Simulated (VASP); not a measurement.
Set up this calculation in VASP 6.6.1, as the native input.

```yaml
Task: single point
Functional: PBE
Potentials_or_basis: VASP PAW PBE potentials, release 64 (Cd, Te)
Cutoff: 400 eV
k_mesh: 1 × 1 × 7
Occupations: gaussian, width 0.05 eV
Spin: collinear spin
Starting_moments: "[0.3, 0.3, 0.3, 0.3, 0.3, 0.3, 0.3, 0.3, 0.3, 0.3, 0.3, 0.3, 0.3, 0.3] μB"
Dipole_correction: no
Further_INCAR_settings: ALGO = Normal; EDIFF = 1e-06; NBANDS = 80
```

The structure of CdTe lies in POSCAR:

```
CdTe
1.0
   18.4000000000      0.0000000000      0.0000000000
    0.0000000000     19.2000000000      0.0000000000
    0.0000000000      0.0000000000      4.6791895172
Cd Te
7 7
Direct
    0.5000000000      0.5000000000      0.0000000000
    0.3728481109      0.6723274291      0.5000000000
    0.3728481109      0.3276725709      0.5000000000
    0.6271518891      0.6723274291      0.5000000000
    0.6271518891      0.3276725709      0.5000000000
    0.2456962219      0.5000000000      0.0000000000
    0.7543037781      0.5000000000      0.0000000000
    0.5000000000      0.5861637145      0.5000000000
    0.5000000000      0.2415088564      0.5000000000
    0.6271518891      0.4138362855      0.0000000000
    0.3728481109      0.7584911436      0.0000000000
    0.3728481109      0.4138362855      0.0000000000
    0.2456962219      0.5861637145      0.5000000000
    0.7543037781      0.5861637145      0.5000000000
```

The input as run:

INCAR

```
SYSTEM = CdTe
ALGO = Normal
EDIFF = 1E-6
ENCUT = 400
GGA = PE
GGA_COMPAT = .FALSE.
ISIF = 2
ISMEAR = 0
ISPIN = 2
KPAR = 2
LASPH = .TRUE.
LCHARG = .TRUE.
LORBIT = 11
LREAL = .FALSE.
LVHAR = .TRUE.
LWAVE = .FALSE.
MAGMOM = 0.3 0.3 0.3 0.3 0.3 0.3 0.3 0.3 0.3 0.3 0.3 0.3 0.3 0.3
NBANDS = 80
NCORE = 2
NELM = 200
PREC = Accurate
SIGMA = 0.05
```

KPOINTS

```
k-points
0
G
  1 1 7
  0 0 0
```

Potentials or basis: VASP PAW PBE potentials, release 64 (Cd, Te).

Run with:

```console
$ cat potpaw_PBE.64/Cd/POTCAR potpaw_PBE.64/Te/POTCAR > POTCAR
$ mpirun -np 4 vasp_std > vasp.out
```

It gave:

The largest force is 1.214 eV/Å, the net moment is 0.54 μB per cell and the site moments are Cd -0.00, -0.01 (each value once); Te +0.00, +0.01, -0.00, +0.27 (each value once) μB. The valence electrons inside the program's atomic spheres are Cd 10.28, 10.25, 10.26 (each value once); Te 3.39, 3.32, 3.36, 3.37 (each value once).

Wall time 25 min on 4 MPI ranks on Oxide Virtual Turin-like Processor (shared host), peak memory 0.87 GiB a rank.
